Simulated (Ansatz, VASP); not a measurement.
## One calculation of Nb, two programs

The input POSCAR:

```
Nb
1.0
    0.0000000000      2.1150000000      2.1150000000
    2.2736250000      0.0000000000      2.1150000000
    2.2736250000      2.1150000000      0.0000000000
Nb
1
Direct
    0.0000000000      0.0000000000      0.0000000000
```

Contents of INCAR.step1:

```
PREC = Accurate ; ENCUT = 520
ISMEAR = 0 ; SIGMA = 0.15
LREAL = False ; LASPH = True
NELM = 100 ; NBANDS = 12
GGA = PE ; ALGO = Normal
EDIFF = 1E-4 ; LWAVE = True
LCHARG = False
```

File INCAR.step2:

```
PREC = Accurate ; ENCUT = 520
EDIFF = 1E-6 ; ISMEAR = 0
SIGMA = 0.15 ; LREAL = False
LASPH = True ; NELM = 100
ALGO = Normal ; ISIF = 2
LWAVE = False ; LCHARG = False
METAGGA = R2SCAN ; LMIXTAU = True
NBANDS = 12 ; ISTART = 1
```

KPOINTS

```
Automatic mesh
0
Gamma
  20 20 20
```

Input for Ansatz:

```yaml
crystal:
  lattice:
    - [0.0, 2.115, 2.115]
    - [2.273625, 0.0, 2.115]
    - [2.273625, 2.115, 0.0]
  atoms:
    - { symbol: Nb, position: [0.0, 0.0, 0.0] }
basis:
  ecutwfc: 500
kpoints:
  mp_grid: { grid: [20, 20, 20] }
hamiltonian:
  xc: r2scan
scf:
  occupations: { method: gaussian, width: 0.15 }
output:
  forces: true
  stress: true
  eigenvalues: true
```

Change from the starting cell: strain +0.0750 x Voigt [1, 0, 0, 0, 0, 0], atoms carried along.

Alike in both runs: task single point; functional r2SCAN; k mesh 20 × 20 × 20; occupations gaussian, width 0.15 eV; no spin polarisation.

```csv
,VASP,Ansatz
version,VASP 6.6.1,Ansatz 0.2.0
potentials or method,"VASP PAW PBE potentials, release 64 (Nb_sv), cutoff 520 eV","scalar-relativistic, plane waves, PAW"
valence electrons in the cell,13,13
```

Ansatz gave:

| Property | Result |
| --- | --- |
| gap on the k mesh at the Fermi level (eV) | none |
| pressure (GPa) | -13.0 |
| traceless stress, the component that is largest in VASP (GPa) | 7.34 |

What did VASP give for the same quantities?

gap on the k mesh at the Fermi level (eV): none; pressure (GPa): -13.1; traceless stress, the component that is largest in VASP (GPa): 7.31.

VASP's potentials were made for PBE, not for r2SCAN. A gap of «none» marks a metal or a gap that the smearing closes.
